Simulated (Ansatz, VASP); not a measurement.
## Two plane-wave programs on SiNi

```
Si Ni
1.0
     4.37380    0.00000    0.00000
     0.00000    4.37380    0.00000
     0.00000    0.00000    4.37380
Si Ni
4 4
Direct
  0.65275 0.15275 0.34725
  0.15275 0.34725 0.65275
  0.34725 0.65275 0.15275
  0.84725 0.84725 0.84725
  0.35023 0.85023 0.64977
  0.85023 0.64977 0.35023
  0.64977 0.35023 0.85023
  0.14977 0.14977 0.14977
```

Alike in both runs: functional r2SCAN; k mesh 8 × 8 × 8; occupations gaussian, width 0.1 eV; no spin polarisation.

Ansatz relaxed the structure, and its values are those at the end. VASP's run is a single point on that final structure, the one shown.

|  | VASP | Ansatz |
| --- | --- | --- |
| version | VASP 6.6.1 | Ansatz 0.2.0 |
| potentials or method | VASP PAW PBE potentials, release 64 (Si, Ni), cutoff 520 eV | scalar-relativistic, plane waves, PAW |
| valence electrons in the cell | 56 | 88 |

```csv
,VASP,Ansatz,Ansatz less VASP
gap on the k mesh at the Fermi level (eV),none,none,-
pressure (GPa),14.6,14.6,-0.06
```

VASP's potentials were made for PBE, not for r2SCAN. A gap of «none» marks a metal or a gap that the smearing closes. The functional is the same, so the differences come from potentials, cutoffs and numerics. VASP's potentials hold 56 valence electrons a cell and Ansatz's 88, so a difference there can come from the potentials and not from the codes. Ansatz's warnings: stress scf threshold loose.
